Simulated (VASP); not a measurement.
# CdS (P6_3mc) in VASP: single point with PBE

Aim: the single point of CdS with PBE.

All numbers are computed with VASP 6.6.1; they aren't measurements. Logs are shortened: lines on timing, memory, paths and dates and some standing lists are left out, and cuts for length are marked.

## (1) The cell of the first run

The structure is hexagonal, space group P6_3mc (No. 186). The conventional cell has a = 4.197 Å, b = 4.197 Å, c = 6.828 Å, α = 90.00°, β = 90.00°, γ = 120.00°. Within 3.4 Å of Cd (site symmetry 3m) lie 4 S at 2.57 Å. Within 3.4 Å of S (site symmetry 3m) lie 4 Cd at 2.57 Å.

## (2) Single point, PBE

File INCAR:

```
SYSTEM = CdS
ALGO = Normal ; EDIFF = 1E-6
ENCUT = 520 ; GGA = PE
ISIF = 2 ; ISMEAR = 0
LASPH = .TRUE. ; LCHARG = .TRUE.
LELF = .TRUE. ; LREAL = .FALSE.
LVHAR = .TRUE. ; LWAVE = .FALSE.
NBANDS = 46 ; NELM = 80
PREC = Accurate ; SIGMA = 0.05
```

File KPOINTS:

```
k-points
0
G
  7 7 2
  0 0 0
```

File POSCAR:

```
CdS
1.0
   -2.0985806452     -3.6348483013      0.0000000000
    2.0985806452     -3.6348483013      0.0000000000
    0.0000000000      0.0000000000     13.6554617430
Cd S
4 4
Direct
    0.6666666667      0.6666666667      0.0020782541
    0.6666666667      0.6666666667      0.5020782541
    0.3333333333      0.3333333333      0.2520782541
    0.3333333333      0.3333333333      0.7520782541
    0.6666666667      0.6666666667      0.1904217459
    0.6666666667      0.6666666667      0.6904217459
    0.3333333333      0.3333333333      0.4404217459
    0.3333333333      0.3333333333      0.9404217459
```

Potentials or basis: VASP PAW PBE potentials, release 64 (Cd, S).

On the command line:

```
cat potpaw_PBE.64/Cd/POTCAR potpaw_PBE.64/S/POTCAR > POTCAR
mpirun -np 1 vasp_std > vasp.out
```

OUTCAR:

```text
SYSTEM = CdS
   EDIFF = 1E-6
   ENCUT = 520
   GGA = PE
   ISIF = 2
   ISMEAR = 0
   LASPH = .TRUE.
   LREAL = .FALSE.
   NELM = 80
   PREC = Accurate

 ion  position               nearest neighbor table
   1  0.667  0.667  0.002-   8 2.57   8 2.57   8 2.57   5 2.57
   2  0.667  0.667  0.502-   7 2.57   7 2.57   7 2.57   6 2.57
   3  0.333  0.333  0.252-   5 2.57   5 2.57   5 2.57   7 2.57
   4  0.333  0.333  0.752-   6 2.57   6 2.57   6 2.57   8 2.57
   5  0.667  0.667  0.190-   3 2.57   3 2.57   3 2.57   1 2.57
   6  0.667  0.667  0.690-   4 2.57   4 2.57   4 2.57   2 2.57
   7  0.333  0.333  0.440-   2 2.57   2 2.57   2 2.57   3 2.57
   8  0.333  0.333  0.940-   1 2.57   1 2.57   1 2.57   4 2.57

  LATTYP: Found a hexagonal cell.
 ALAT       =     4.1971612904
 C/A-ratio  =     3.2534994007

  Lattice vectors:

 A1 = (  -2.0985806452,   3.6348483013,   0.0000000000)
 A2 = (  -2.0985806452,  -3.6348483013,   0.0000000000)
 A3 = (   0.0000000000,   0.0000000000,  13.6554617430)

Analysis of symmetry for initial positions (statically):
=====================================================================
 Subroutine PRICEL returns following result:

  LATTYP: Found a hexagonal cell.
 ALAT       =     4.1971612904
 C/A-ratio  =     1.6267497003

  Lattice vectors:

 A1 = (  -2.0985806452,   3.6348483013,   0.0000000000)
 A2 = (  -2.0985806452,  -3.6348483013,   0.0000000000)
 A3 = (   0.0000000000,   0.0000000000,   6.8277308715)

   2 primitive cells build up your supercell.

 Routine SETGRP: Setting up the symmetry group for a
 hexagonal supercell.

 Subroutine GETGRP returns: Found 12 space group operations
 (whereof  6 operations were pure point group operations)
 out of a pool of 24 trial point group operations.

The static configuration has the point symmetry C_3v.
 The point group associated with its full space group is C_6v.

Analysis of symmetry for dynamics (positions and initial velocities):
=====================================================================
 Subroutine PRICEL returns following result:

  LATTYP: Found a hexagonal cell.
 ALAT       =     4.1971612904
 C/A-ratio  =     1.6267497003

  Lattice vectors:

 A1 = (  -2.0985806452,   3.6348483013,   0.0000000000)
 A2 = (  -2.0985806452,  -3.6348483013,   0.0000000000)
 A3 = (   0.0000000000,   0.0000000000,   6.8277308715)

   2 primitive cells build up your supercell.

 Routine SETGRP: Setting up the symmetry group for a
 hexagonal supercell.

 Subroutine GETGRP returns: Found 12 space group operations
 (whereof  6 operations were pure point group operations)
 out of a pool of 24 trial point group operations.

The dynamic configuration has the point symmetry C_3v.
 The point group associated with its full space group is C_6v.

 Subroutine INISYM returns: Found 12 space group operations
 (whereof  6 operations are pure point group operations),
 and found     2 'primitive' translations

----------------------------------------------------------------------------------------

                                     Primitive cell

  volume of cell :     104.1642

  direct lattice vectors                    reciprocal lattice vectors
    -2.098580645  3.634848301  0.000000000    -0.238256272  0.137557322  0.000000000
    -2.098580645 -3.634848301  0.000000000    -0.238256272 -0.137557322  0.000000000
     0.000000000  0.000000000  6.827730872     0.000000000  0.000000000  0.146461543

  length of vectors
     4.197161290  4.197161290  6.827730872     0.275114645  0.275114645  0.146461543

  position of ions in fractional coordinates (direct lattice)
     0.333333333  0.666666667  0.004156508
     0.666666667  0.333333333  0.504156508
     0.333333333  0.666666667  0.380843492
     0.666666667  0.333333333  0.880843492

  ion indices of the primitive-cell ions
   primitive index   ion index
                 1           1
                 2           3
                 3           5
                 4           8

----------------------------------------------------------------------------------------

 KPOINTS: k-points

Automatic generation of k-mesh.
 Grid dimensions read from file:
 generate k-points for:    7    7    2

 Generating k-lattice:

  Cartesian coordinates                     Fractional coordinates (reciprocal lattice)
    -0.034036610 -0.019651046  0.000000000     0.142857143  0.000000000  0.000000000
     0.034036610 -0.019651046  0.000000000     0.000000000  0.142857143  0.000000000
     0.000000000  0.000000000  0.036615386     0.000000000  0.000000000  0.500000000

  Length of vectors
     0.039302092  0.039302092  0.036615386

  Shift w.r.t. Gamma in fractional coordinates (k-lattice)
     0.000000000  0.000000000  0.000000000

 Subroutine IBZKPT returns following result:
 ===========================================

 Found     16 irreducible k-points:

 Following reciprocal coordinates:
            Coordinates               Weight
  0.000000  0.000000  0.000000      1.000000
  0.142857  0.000000  0.000000      6.000000
  0.285714  0.000000  0.000000      6.000000
  0.428571 -0.000000  0.000000      6.000000
  0.285714  0.142857  0.000000      6.000000
  0.428571  0.142857  0.000000     12.000000
[... 8 lines left out ...]
 -0.428571  0.142857  0.500000      6.000000
 -0.428571  0.285714  0.500000      6.000000
   k-points           NKPTS =     16   k-points in BZ     NKDIM =     16   number of bands    NBANDS=     46
   number of dos      NEDOS =    301   number of ions     NIONS =      8
   total plane-waves  NPLWV = 110592
   dimension x,y,z NGX =    32 NGY =   32 NGZ =  108
   dimension x,y,z NGXF=    64 NGYF=   64 NGZF=  216
   ions per type =               4   4
   NGX,Y,Z   is equivalent  to a cutoff of  12.67, 12.67, 13.15 a.u.
   NGXF,Y,Z  is equivalent  to a cutoff of  25.35, 25.35, 26.30 a.u.
 SYSTEM =  CdS
   PREC   = accura    normal or accurate (medium, high low for compatibility)
   ISTART =      0    job   : 0-new  1-cont  2-samecut
   ICHARG =      2    charge: 1-file 2-atom 10-const
   ISPIN  =      1    spin polarized calculation?
   LNONCOLLINEAR =      F non collinear calculations
   LSORBIT =      F    spin-orbit coupling
   LASPH  =      T    aspherical Exc in radial PAW
   ENCUT  =  520.0 eV  38.22 Ry    6.18 a.u.   7.80  7.80 25.39*2*pi/ulx,y,z
   NELM   =     80;   NELMIN=  2; NELMDL= -5     # of ELM steps
   EDIFF  = 0.1E-05   stopping-criterion for ELM
   LREAL  =      F    real-space projection
   EDIFFG = 0.1E-04   stopping-criterion for IOM
   NSW    =      0    number of steps for IOM
   IBRION =     -1    ionic relax: 0-MD 1-quasi-New 2-CG
   NFREE  =      0    steps in history (QN), initial steepest desc. (CG)
   ISIF   =      2    stress and relaxation
   ISYM   =      2    0-nonsym 1-usesym 2-fastsym
   POTIM  = 0.5000    time-step for ionic-motion
   TEBEG  =    0.0;   TEEND  =   0.0 temperature during run
   PSTRESS=    0.0 pullay stress
   NELECT =      72.0000    total number of electrons
   NUPDOWN=      -1.0000    fix difference up-down
   EMIN   =  10.00;   EMAX   =-10.00  energy-range for DOS
   EFERMI =   0.00;   METHOD = LEGACY
   ISMEAR =     0;   SIGMA  =   0.05  broadening in eV -4-tet -1-fermi 0-gaus
   EFERMI_NEDOS =   21; number of points for ismear=-14 and -15
   IALGO  =     38    algorithm
   IMIX   =      4    mixing-type and parameters
     AMIX     =   0.40;   BMIX     =  1.00
     AMIX_MAG =   1.60;   BMIX_MAG =  1.00
  volume/ion in A,a.u.               =      26.04       175.73
  Fermi-wavevector in a.u.,A,eV,Ry     =   1.148866  2.171043 17.958250  1.319894
  Thomas-Fermi vector in A             =   2.285539
   LORBIT       =      0    0 simple, 1 ext, 2 COOP (PROOUT), +10 PAW based schemes
   GGA     = PE    functional components
   LHFCALC =     F    Hartree Fock is set to
   AEXX    =    0.0000 exact exchange contribution
   IVDW    =     0    specifies the selected vdW correction
   LEPSILON=     F    determine dielectric tensor
   LRPA    =     F    only Hartree local field effects (RPA)
 non-spin polarized calculation
 Gauss-broadening in eV      SIGMA  =   0.05
  energy-cutoff  :      520.00
  volume of cell :      208.33
 maximum number of plane-waves:      5637
   NGX = 15   NGY = 15   NGZ = 51

 number of electron      72.0000022 magnetization

 Free energy of the ion-electron system (eV)
  ---------------------------------------------------
  ext. energy  EPLUGINS =         0.00000000
  ---------------------------------------------------
  free energy    TOTEN  =       -24.59785500 eV

  energy without entropy =      -24.59785500  energy(sigma->0) =      -24.59785500

 E-fermi :   1.1301     XC(G=0):  -8.9185

 val. band max:        0.9101927364   @ k =   0.0000   0.0000   0.0000
 cond. band min:       2.0233953253   @ k =   0.0000   0.0000   0.0000
 fundamental gap:      1.1132025889
 Fermi energy:         1.1300616455

 k-point     1 :       0.0000    0.0000    0.0000
  band No.  band energies     occupation
      1     -11.1768      2.00000
      2     -10.9794      2.00000
      3     -10.9794      2.00000
      4     -10.7892      2.00000
      5      -6.6373      2.00000
      6      -6.6321      2.00000
[... 38 lines left out ...]
     45       7.7041      0.00000
     46       7.7350      0.00000

 k-point     2 :       0.1429    0.0000    0.0000
  band No.  band energies     occupation
      1     -11.1127      2.00000
      2     -10.9321      2.00000
      3     -10.9321      2.00000
      4     -10.7612      2.00000
      5      -6.6169      2.00000
      6      -6.6066      2.00000
[... 38 lines left out ...]
     45       7.8035      0.00000
     46       7.8725      0.00000

 k-point     3 :       0.2857    0.0000    0.0000
  band No.  band energies     occupation
      1     -10.9607      2.00000
      2     -10.8258      2.00000
      3     -10.8258      2.00000
      4     -10.7055      2.00000
      5      -6.5723      2.00000
      6      -6.5593      2.00000
[... 626 lines left out ...]
     45       7.5694      0.00000
     46       7.5694      0.00000

 k-point    16 :      -0.4286    0.2857    0.5000
  band No.  band energies     occupation
      1     -10.7371      2.00000
      2     -10.7371      2.00000
      3     -10.6892      2.00000
      4     -10.6892      2.00000
      5      -6.5364      2.00000
      6      -6.5364      2.00000
[... 38 lines left out ...]
     45       7.5257      0.00000
     46       7.5257      0.00000

------------------------ aborting loop because EDIFF is reached ----------------------------------------

  FORCE on cell =-STRESS in cart. coord.  units (eV):
  Direction    XX          YY          ZZ          XY          YZ          ZX
  --------------------------------------------------------------------------------------
  -------------------------------------------------------------------------------------
  Total        0.3741581      0.3741581      0.3806549      0.0000000      0.0000000      0.0000000
  in kB        2.8775133      2.8775133      2.9274780      0.0000000      0.0000000      0.0000000
  external PRESSURE =       2.8941682 kB  Pullay stress =       0.0000000 kB

 VOLUME and BASIS-vectors are now :
 -----------------------------------------------------------------------------
  energy-cutoff  :      520.00
  volume of cell :      208.33
      direct lattice vectors                 reciprocal lattice vectors
    -2.098580645 -3.634848301  0.000000000    -0.238256272 -0.137557322  0.000000000
     2.098580645 -3.634848301  0.000000000     0.238256272 -0.137557322  0.000000000
     0.000000000  0.000000000 13.655461743     0.000000000  0.000000000  0.073230772

 POSITION                                       TOTAL-FORCE (eV/Angst)
 -----------------------------------------------------------------------------------
      0.00000     -4.84646      0.02838        -0.000000      0.000000      0.001772
      0.00000     -4.84646      6.85611        -0.000000     -0.000000      0.001772
      0.00000     -2.42323      3.44224         0.000000      0.000000      0.001772
      0.00000     -2.42323     10.26998        -0.000000      0.000000      0.001772
      0.00000     -4.84646      2.60030        -0.000000      0.000000     -0.001772
      0.00000     -4.84646      9.42803         0.000000     -0.000000     -0.001772
      0.00000     -2.42323      6.01416         0.000000     -0.000000     -0.001772
      0.00000     -2.42323     12.84189         0.000000      0.000000     -0.001772
 -----------------------------------------------------------------------------------
    total drift:                                0.000000      0.000000      0.000616

  FREE ENERGIE OF THE ION-ELECTRON SYSTEM (eV)
  ---------------------------------------------------
  free  energy   TOTEN  =       -24.5978549977 eV

  energy  without entropy=      -24.5978549977  energy(sigma->0) =      -24.59785500
```

It took 1.9 min on 1 thread of AMD EPYC 7R13 (Zen 3), shared host; peak memory 0.34 GiB.

What came out:

```yaml
Free_energy: -24.5979 eV
Pressure: 0.3 GPa
Band_gap_on_the_k_mesh: 1.11 eV
```

Levels at points of the mesh, in eV from the valence-band top:
```
           k point  band 33  band 34  band 35  band 36  band 37  band 38  band 39  band 40
(0.00, 0.00, 0.00)    -0.36    -0.04     0.00     0.00     1.11     2.73     2.76     2.76
(0.00, 0.00, 0.50)    -0.11    -0.11    -0.11    -0.11     1.99     1.99     2.80     2.80
```

PBE gaps usually lie below the measured ones, often by a third to a half.
